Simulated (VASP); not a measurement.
# Al2Cu (Fmmm) in VASP: a series of runs

Al2Cu is run at these levels: LDA; tasks: single point.

Everything below comes from runs of VASP 6.6.1. Logs are shortened: lines on timing, memory, paths and dates and some standing lists are left out, and cuts for length are marked.

**1. The cell of the first run**

It takes space group Fmmm (No. 69, orthorhombic). Conventional cell: a = 5.538 Å, b = 5.661 Å, c = 5.812 Å, α = 90.00°, β = 90.00°, γ = 90.00°. Within 3.2 Å of Al (site symmetry 222) lie 4 Cu at 2.46 Å and 6 Al at 2.77 to 2.91 Å. Cu (site symmetry mmm) has 8 Al at 2.46 Å within 3.2 Å.

**2. Single point, LDA**

INCAR

```
SYSTEM = Al2Cu
ALGO = Fast
EDIFF = 1E-7
ENCUT = 520
GGA = CA
ISIF = 2
ISMEAR = 0
LASPH = .TRUE.
LCHARG = .TRUE.
LELF = .TRUE.
LREAL = .FALSE.
LVHAR = .TRUE.
LWAVE = .FALSE.
NBANDS = 16
NELM = 100
PREC = Accurate
SIGMA = 0.15
```

KPOINTS

```
k-points
0
G
  14 14 14
  0 0 0
```

POSCAR

```
Al2Cu
1.0
   -2.0013616276      2.0013616276      2.7690488777
    2.0013616276     -2.0013616276      2.7690488777
    2.0546858318      2.0546858318     -2.7690488777
Al Cu
2 1
Direct
    0.7500000000      0.2500000000      0.5000000000
    0.2500000000      0.7500000000      0.5000000000
    0.5000000000      0.5000000000      0.0000000000
```

Potentials or basis: VASP PAW LDA potentials, release 64 (Al, Cu).

Command:

```sh
$ cat potpaw_LDA.64/Al/POTCAR potpaw_LDA.64/Cu/POTCAR > POTCAR
$ mpirun -np 1 vasp_std > vasp.out
```

OUTCAR:

```text
SYSTEM = Al2Cu
   EDIFF = 1E-7
   ENCUT = 520
   GGA = CA
   ISIF = 2
   ISMEAR = 0
   LASPH = .TRUE.
   LREAL = .FALSE.
   NELM = 100
   PREC = Accurate

 ion  position               nearest neighbor table
   1  0.750  0.250  0.500-   3 2.46   3 2.46   3 2.46   3 2.46   2 2.77   2 2.77   2 2.83   2 2.83
                             2 2.91   2 2.91
   2  0.250  0.750  0.500-   3 2.46   3 2.46   3 2.46   3 2.46   1 2.77   1 2.77   1 2.83   1 2.83
                             1 2.91   1 2.91
   3  0.500  0.500  0.000-   2 2.46   1 2.46   1 2.46   2 2.46   1 2.46   2 2.46   2 2.46   1 2.46

  LATTYP: Found a face centered orthorhombic cell.
 ALAT       =     5.5380977554
 B/A-ratio  =     1.0221389661
 C/A-ratio  =     1.0493727984

  Lattice vectors:

 A1 = (   4.0560474594,   0.0533242042,   0.0000000000)
 A2 = (   2.0546858318,   2.0546858318,   2.7690488777)
 A3 = (   2.0013616276,  -2.0013616276,   2.7690488777)

Analysis of symmetry for initial positions (statically):
=====================================================================
 Subroutine PRICEL returns:
 Original cell was already a primitive cell.

 Routine SETGRP: Setting up the symmetry group for a
 face centered orthorhombic supercell.

 Subroutine GETGRP returns: Found  8 space group operations
 (whereof  8 operations were pure point group operations)
 out of a pool of  8 trial point group operations.

The static configuration has the point symmetry D_2h.

Analysis of symmetry for dynamics (positions and initial velocities):
=====================================================================
 Subroutine PRICEL returns:
 Original cell was already a primitive cell.

 Routine SETGRP: Setting up the symmetry group for a
 face centered orthorhombic supercell.

 Subroutine GETGRP returns: Found  8 space group operations
 (whereof  8 operations were pure point group operations)
 out of a pool of  8 trial point group operations.

The dynamic configuration has the point symmetry D_2h.

 Subroutine INISYM returns: Found  8 space group operations
 (whereof  8 operations are pure point group operations),
 and found     1 'primitive' translations

----------------------------------------------------------------------------------------

                                     Primitive cell

  volume of cell :      45.5472

  direct lattice vectors                    reciprocal lattice vectors
    -2.001361628  2.001361628  2.769048878    -0.003241854  0.246588059  0.180567416
     2.001361628 -2.001361628  2.769048878     0.246588059 -0.003241854  0.180567416
     2.054685832  2.054685832 -2.769048878     0.243346205  0.243346205  0.000000000

  length of vectors
     3.959612155  3.959612155  4.013863403     0.305648118  0.305648118  0.344143504

  position of ions in fractional coordinates (direct lattice)
     0.750000000  0.250000000  0.500000000
     0.250000000  0.750000000  0.500000000
     0.500000000  0.500000000  0.000000000

  ion indices of the primitive-cell ions
   primitive index   ion index
                 1           1
                 2           2
                 3           3

----------------------------------------------------------------------------------------

 KPOINTS: k-points

Automatic generation of k-mesh.
 Grid dimensions read from file:
 generate k-points for:   14   14   14

 Generating k-lattice:

  Cartesian coordinates                     Fractional coordinates (reciprocal lattice)
    -0.000231561  0.017613433  0.012897673     0.071428571  0.000000000  0.000000000
     0.017613433 -0.000231561  0.012897673     0.000000000  0.071428571  0.000000000
     0.017381872  0.017381872  0.000000000     0.000000000  0.000000000  0.071428571

  Length of vectors
     0.021832008  0.021832008  0.024581679

  Shift w.r.t. Gamma in fractional coordinates (k-lattice)
     0.000000000  0.000000000  0.000000000

 Subroutine IBZKPT returns following result:
 ===========================================

 Found    428 irreducible k-points:

 Following reciprocal coordinates:
            Coordinates               Weight
  0.000000  0.000000  0.000000      1.000000
  0.071429  0.000000  0.000000      8.000000
  0.142857  0.000000  0.000000      8.000000
  0.214286  0.000000 -0.000000      8.000000
  0.285714  0.000000  0.000000      8.000000
  0.357143  0.000000  0.000000      8.000000
[... 16 lines left out ...]
  0.214286  0.142857  0.000000      8.000000
  0.285714  0.142857 -0.000000      8.000000
 [... further k-points ...]
   k-points           NKPTS =    428   k-points in BZ     NKDIM =    428   number of bands    NBANDS=     16
   number of dos      NEDOS =    301   number of ions     NIONS =      3
   total plane-waves  NPLWV =  27000
   dimension x,y,z NGX =    30 NGY =   30 NGZ =   30
   dimension x,y,z NGXF=    60 NGYF=   60 NGZF=   60
   ions per type =               2   1
   NGX,Y,Z   is equivalent  to a cutoff of  12.60, 12.60, 12.43 a.u.
   NGXF,Y,Z  is equivalent  to a cutoff of  25.19, 25.19, 24.85 a.u.
 SYSTEM =  Al2Cu
   PREC   = accura    normal or accurate (medium, high low for compatibility)
   ISTART =      0    job   : 0-new  1-cont  2-samecut
   ICHARG =      2    charge: 1-file 2-atom 10-const
   ISPIN  =      1    spin polarized calculation?
   LNONCOLLINEAR =      F non collinear calculations
   LSORBIT =      F    spin-orbit coupling
   LASPH  =      T    aspherical Exc in radial PAW
   ENCUT  =  520.0 eV  38.22 Ry    6.18 a.u.   7.36  7.36  7.46*2*pi/ulx,y,z
   NELM   =    100;   NELMIN=  2; NELMDL= -5     # of ELM steps
   EDIFF  = 0.1E-06   stopping-criterion for ELM
   LREAL  =      F    real-space projection
   EDIFFG = 0.1E-05   stopping-criterion for IOM
   NSW    =      0    number of steps for IOM
   IBRION =     -1    ionic relax: 0-MD 1-quasi-New 2-CG
   NFREE  =      0    steps in history (QN), initial steepest desc. (CG)
   ISIF   =      2    stress and relaxation
   ISYM   =      2    0-nonsym 1-usesym 2-fastsym
   POTIM  = 0.5000    time-step for ionic-motion
   TEBEG  =    0.0;   TEEND  =   0.0 temperature during run
   PSTRESS=    0.0 pullay stress
   NELECT =      17.0000    total number of electrons
   NUPDOWN=      -1.0000    fix difference up-down
   EMIN   =  10.00;   EMAX   =-10.00  energy-range for DOS
   EFERMI =   0.00;   METHOD = LEGACY
   ISMEAR =     0;   SIGMA  =   0.15  broadening in eV -4-tet -1-fermi 0-gaus
   EFERMI_NEDOS =   21; number of points for ismear=-14 and -15
   IALGO  =     68    algorithm
   IMIX   =      4    mixing-type and parameters
     AMIX     =   0.40;   BMIX     =  1.00
     AMIX_MAG =   1.60;   BMIX_MAG =  1.00
  volume/ion in A,a.u.               =      15.18       102.46
  Fermi-wavevector in a.u.,A,eV,Ry     =   1.178702  2.227423 18.903089  1.389338
  Thomas-Fermi vector in A             =   2.315026
   LORBIT       =      0    0 simple, 1 ext, 2 COOP (PROOUT), +10 PAW based schemes
   GGA     = CA    functional components
   LHFCALC =     F    Hartree Fock is set to
   AEXX    =    0.0000 exact exchange contribution
   IVDW    =     0    specifies the selected vdW correction
   LEPSILON=     F    determine dielectric tensor
   LRPA    =     F    only Hartree local field effects (RPA)
 non-spin polarized calculation
 RMM-DIIS sequential band-by-band and
 Gauss-broadening in eV      SIGMA  =   0.15
  energy-cutoff  :      520.00
  volume of cell :       45.55
 maximum number of plane-waves:      1254
 NGX is ok and might be reduce to    30
   NGX = 15   NGY = 15   NGZ = 15

 number of electron      17.0000014 magnetization

 Free energy of the ion-electron system (eV)
  ---------------------------------------------------
  ext. energy  EPLUGINS =         0.00000000
  ---------------------------------------------------
  free energy    TOTEN  =       -13.68982072 eV

  energy without entropy =      -13.68013529  energy(sigma->0) =      -13.68497801

 E-fermi :   7.3010     XC(G=0): -10.8613

 val. band max:        7.3008340312   @ k =  -0.0714   0.3571   0.1429
 cond. band min:       7.3035829431   @ k =   0.4286   0.0714   0.0714
 fundamental gap:      0.0027489119
 Fermi energy:         7.3009927022

 k-point     1 :       0.0000    0.0000    0.0000
  band No.  band energies     occupation
      1      -3.1801      2.00000
      2       2.4688      2.00000
      3       2.4926      2.00000
      4       2.5176      2.00000
      5       3.0426      2.00000
      6       3.1140      2.00000
[... 8 lines left out ...]
     15      14.4822      0.00000
     16      14.6108      0.00000

 k-point     2 :       0.0714    0.0000    0.0000
  band No.  band energies     occupation
      1      -3.1096      2.00000
      2       2.4598      2.00000
      3       2.4964      2.00000
      4       2.5230      2.00000
      5       3.0403      2.00000
      6       3.1105      2.00000
[... 8 lines left out ...]
     15      13.8378      0.00000
     16      14.4787      0.00000

 k-point     3 :       0.1429    0.0000    0.0000
  band No.  band energies     occupation
      1      -2.8989      2.00000
      2       2.3997      2.00000
      3       2.5244      2.00000
      4       2.5485      2.00000
      5       3.0368      2.00000
      6       3.1022      2.00000
[... 8 lines left out ...]
     15      13.5968      0.00000
     16      14.0663      0.00000

 k-point     4 :       0.2143    0.0000   -0.0000
  band No.  band energies     occupation
      1      -2.5510      2.00000
      2       2.2833      2.00000
      3       2.5665      2.00000
      4       2.5829      2.00000
      5       3.0405      2.00000
      6       3.0959      2.00000
[... 8 lines left out ...]
     15      13.5102      0.00000
     16      14.7888      0.00000

 k-point     5 :       0.2857    0.0000    0.0000
  band No.  band energies     occupation
      1      -2.0719      2.00000
      2       2.0828      2.00000
      3       2.6073      2.00000
      4       2.6111      2.00000
      5       3.0604      2.00000
      6       3.0991      2.00000
[... 8 lines left out ...]
     15      14.2914      0.00000
     16      15.8685      0.00000

 k-point     6 :       0.3571    0.0000    0.0000
  band No.  band energies     occupation
      1      -1.4753      2.00000
      2       1.7087      2.00000
      3       2.6245      2.00000
      4       2.6361      2.00000
      5       3.0946      2.00000
      6       3.1140      2.00000
[... 8 lines left out ...]
     15      15.4291      0.00000
     16      17.0171      0.00000
[... 267 lines left out ...]
 k-point    21 :      -0.0714    0.0714    0.0000
  band No.  band energies     occupation
      1      -3.0859      2.00000
      2       2.4649      2.00000
      3       2.4821      2.00000
      4       2.5335      2.00000
      5       3.0386      2.00000
      6       3.1095      2.00000
[... 8 lines left out ...]
     15      13.7752      0.00000
     16      14.8182      0.00000

 k-point    22 :       0.1429    0.1429    0.0000
  band No.  band energies     occupation
      1      -2.4356      2.00000
      2       2.2773      2.00000
      3       2.5628      2.00000
      4       2.6081      2.00000
      5       3.0074      2.00000
      6       3.1172      2.00000
[... 8 lines left out ...]
     15      14.9303      0.00000
     16      16.1980      0.00000

 k-point    23 :       0.2143    0.1429    0.0000
  band No.  band energies     occupation
      1      -2.0019      2.00000
      2       2.1486      2.00000
      3       2.5729      2.00000
      4       2.6579      2.00000
      5       3.0005      2.00000
      6       3.1326      2.00000
[... 8 lines left out ...]
     15      14.9590      0.00000
     16      17.3288      0.00000

 k-point    24 :       0.2857    0.1429   -0.0000
  band No.  band energies     occupation
      1      -1.4452      2.00000
      2       1.9115      2.00000
      3       2.5748      2.00000
      4       2.6951      2.00000
      5       3.0181      2.00000
      6       3.1454      2.00000
[... 8 lines left out ...]
     15      14.7951      0.00000
     16      18.1987      0.00000

 [... further k-points ...]

------------------------ aborting loop because EDIFF is reached ----------------------------------------

  FORCE on cell =-STRESS in cart. coord.  units (eV):
  Direction    XX          YY          ZZ          XY          YZ          ZX
  --------------------------------------------------------------------------------------
  -------------------------------------------------------------------------------------
  Total       -0.2479454     -0.2479454      0.8921076     -0.3485718      0.0000000      0.0000000
  in kB       -8.7217774     -8.7217774     31.3809598    -12.2614313      0.0000000      0.0000000
  external PRESSURE =       4.6458017 kB  Pullay stress =       0.0000000 kB

 VOLUME and BASIS-vectors are now :
 -----------------------------------------------------------------------------
  energy-cutoff  :      520.00
  volume of cell :       45.55
      direct lattice vectors                 reciprocal lattice vectors
    -2.001361628  2.001361628  2.769048878    -0.003241854  0.246588059  0.180567416
     2.001361628 -2.001361628  2.769048878     0.246588059 -0.003241854  0.180567416
     2.054685832  2.054685832 -2.769048878     0.243346205  0.243346205  0.000000000

 POSITION                                       TOTAL-FORCE (eV/Angst)
 -----------------------------------------------------------------------------------
      0.02666      2.02802      1.38452        -0.000000      0.000000     -0.000000
      2.02802      0.02666      1.38452         0.000000     -0.000000     -0.000000
      0.00000      0.00000      2.76905         0.000000     -0.000000      0.000000
 -----------------------------------------------------------------------------------
    total drift:                                0.000000     -0.000000      0.000000

  FREE ENERGIE OF THE ION-ELECTRON SYSTEM (eV)
  ---------------------------------------------------
  free  energy   TOTEN  =       -13.6898207179 eV

  energy  without entropy=      -13.6801352938  energy(sigma->0) =      -13.68497801
```

Wall time 10 min (1 thread of Intel Xeon 8259CL, shared host); peak memory 0.4 GiB.

Results:

- Free energy: -13.6898 eV
- Pressure: 0.5 GPa
- Band gap on the k mesh: zero (an odd number of electrons rules out a gap without spin polarisation)

Levels at points of the mesh, in eV from the Fermi level:
```tsv
k point	band 6	band 7	band 8	band 9	band 10	band 11	band 12	band 13
(0.00, 0.00, 0.00)	-4.19	2.73	2.78	2.95	3.03	3.10	3.33	4.53
(0.50, 0.00, 0.00)	-4.16	-4.12	0.42	0.80	2.82	3.09	4.12	4.53
(0.50, 0.50, 0.00)	-4.07	-3.89	-2.22	-1.86	0.43	1.53	9.09	10.12
(0.00, 0.00, 0.50)	-4.05	-3.98	-1.95	-1.79	0.76	1.68	9.13	10.69
(0.50, 0.50, 0.50)	-4.07	-3.83	-2.29	-2.09	0.16	1.39	9.16	10.38
```

Caveat: the cell differs from its parent crystal (strain +e along x and -e along y -0.0133, strain +e along z and -e/2 along x and y -0.0233).

**3. Single point, LDA**

INCAR

```
PREC = Accurate
ENCUT = 520
EDIFF = 1E-6
ISMEAR = 0
SIGMA = 0.15
LREAL = F
LASPH = T
NELM = 80
ALGO = Fast
ISIF = 2
LWAVE = F
LCHARG = F
NBANDS = 16
```

KPOINTS

```
regular mesh
0
Gamma
  14 14 14
```

POSCAR

```
Al2Cu
1.0
   -1.9712915876      1.9712915876      2.7027073770
    1.9712915876     -1.9712915876      2.7027073770
    2.1316651342      2.1316651342     -2.7027073770
Al Cu
2 1
Direct
    0.7500000000      0.2500000000      0.5000000000
    0.2500000000      0.7500000000      0.5000000000
    0.5000000000      0.5000000000      0.0000000000
```

Potentials or basis: VASP PAW LDA potentials, release 64 (Al, Cu).

Command:

```sh
$ cat potpaw_LDA.64/Al/POTCAR potpaw_LDA.64/Cu/POTCAR > POTCAR
$ mpirun -np 1 vasp_std > vasp.out
```

It took 8 min on 1 thread of Intel Xeon 8259CL, shared host; peak memory 0.4 GiB.

It converged, with:

```
Free energy            : -13.6157 eV
Pressure               : 1.4 GPa
Band gap on the k mesh : zero (an odd number of electrons rules out a gap without spin polarisation)
```

Stress tensor (GPa, compression positive):
```
-1.19 -3.26  0.00
-3.26 -1.19  0.00
 0.00  0.00  6.62
```

Levels at points of the mesh, in eV from the Fermi level:
| k point | band 5 | band 6 | band 7 | band 8 | band 9 | band 10 | band 11 | band 12 | band 13 | band 14 |
| --- | --- | --- | --- | --- | --- | --- | --- | --- | --- | --- |
| (0.00, 0.00, 0.00) | -4.29 | -4.13 | 2.41 | 2.56 | 2.92 | 3.11 | 3.31 | 3.79 | 4.61 | 5.31 |
| (0.50, 0.00, 0.00) | -4.25 | -4.14 | -4.04 | 0.13 | 1.06 | 2.35 | 3.23 | 4.53 | 4.69 | 9.42 |
| (0.50, 0.50, 0.00) | -4.16 | -4.10 | -3.77 | -2.50 | -1.70 | 0.30 | 1.49 | 8.85 | 9.17 | 9.56 |
| (0.00, 0.00, 0.50) | -4.30 | -4.10 | -4.00 | -1.72 | -1.48 | 1.26 | 1.90 | 9.13 | 10.80 | 11.71 |
| (0.50, 0.50, 0.50) | -4.17 | -4.09 | -3.71 | -2.61 | -2.04 | -0.09 | 1.27 | 9.07 | 9.55 | 9.68 |

Caveat: the cell differs from its parent crystal (strain +e along x and -e along y -0.0400, strain +e along z and -e/2 along x and y -0.0467); the stress differs along the axes, from -1 to 7 GPa.

**4. Single point, LDA**

INCAR

```
SYSTEM = Al2Cu
ALGO = Fast
EDIFF = 1E-6
ENCUT = 520
GGA = CA
ISIF = 2
ISMEAR = 0
LASPH = .TRUE.
LCHARG = .TRUE.
LELF = .TRUE.
LREAL = .FALSE.
LVHAR = .TRUE.
LWAVE = .FALSE.
NBANDS = 16
NELM = 80
PREC = Accurate
SIGMA = 0.15
```

KPOINTS

```
k-points
0
G
  14 14 14
  0 0 0
```

POSCAR

```
Al2Cu
1.0
   -1.9946459853      1.9946459853      2.6366493870
    1.9946459853     -1.9946459853      2.6366493870
    2.1550195319      2.1550195319     -2.6366493870
Al Cu
2 1
Direct
    0.7500000000      0.2500000000      0.5000000000
    0.2500000000      0.7500000000      0.5000000000
    0.5000000000      0.5000000000      0.0000000000
```

Command:

```sh
$ cat potpaw_LDA.64/Al/POTCAR potpaw_LDA.64/Cu/POTCAR > POTCAR
$ mpirun -np 1 vasp_std > vasp.out
```

Run time: 3.5 min. Hardware: 1 thread of Intel Xeon 6975P-C (Granite Rapids), shared host; peak memory 0.39 GiB.

The run converged. Its results:

```
Free energy            : -13.5441 eV
Pressure               : 2.0 GPa
Band gap on the k mesh : zero (an odd number of electrons rules out a gap without spin polarisation)
```

Stress tensor (GPa, compression positive):
```
-2.35 -2.73  0.00
-2.73 -2.35  0.00
 0.00  0.00 10.85
```

Levels at points of the mesh, in eV from the Fermi level:
```tsv
k point	band 6	band 7	band 8	band 9	band 10	band 11	band 12	band 13
(0.00, 0.00, 0.00)	-4.09	2.30	2.31	3.07	3.09	3.49	3.95	4.67
(0.50, 0.00, 0.00)	-4.12	-4.00	0.01	1.12	2.19	3.12	4.84	4.86
(0.50, 0.50, 0.00)	-4.12	-3.76	-2.52	-1.45	0.49	1.60	8.62	8.71
(0.00, 0.00, 0.50)	-4.13	-3.97	-1.76	-1.25	1.44	1.99	9.04	10.25
(0.50, 0.50, 0.50)	-4.08	-3.62	-2.76	-2.20	-0.36	1.12	9.15	9.46
```

Caveat: the cell differs from its parent crystal (strain +e along x and -e along y -0.0400, strain +e along z and -e/2 along x and y -0.0700); the stress differs along the axes, from -2 to 11 GPa.

**5. The runs side by side**

```tsv
cell	further INCAR settings	gap on the mesh (eV)	pressure (GPa)
a = 3.960, b = 3.960, c = 4.014 Å, angles 118.8, 118.8, 91.3°, 3 atoms	ALGO = Fast; EDIFF = 1e-07; NBANDS = 16	none	0.5
a = 3.883, b = 3.883, c = 4.049 Å, angles 117.7, 117.7, 91.8°, 3 atoms	ALGO = Fast; EDIFF = 1e-06; NBANDS = 16	none	1.4
a = 3.861, b = 3.861, c = 4.030 Å, angles 116.5, 116.5, 93.9°, 3 atoms	ALGO = Fast; EDIFF = 1e-06; NBANDS = 16	none	2.0
```

Alike in all rows: task single point; level LDA; potentials or basis VASP PAW LDA potentials, release 64 (Al, Cu); no spin polarisation; k mesh 14 × 14 × 14; cutoff (eV) 520; smearing gaussian 0.15 eV.

Caveats: the stress differs along the axes, from -1 to 7 GPa (at least some runs); the stress differs along the axes, from -2 to 11 GPa (at least some runs).

Total energies depend on the potentials used, so only differences within one code and one set of settings carry meaning.
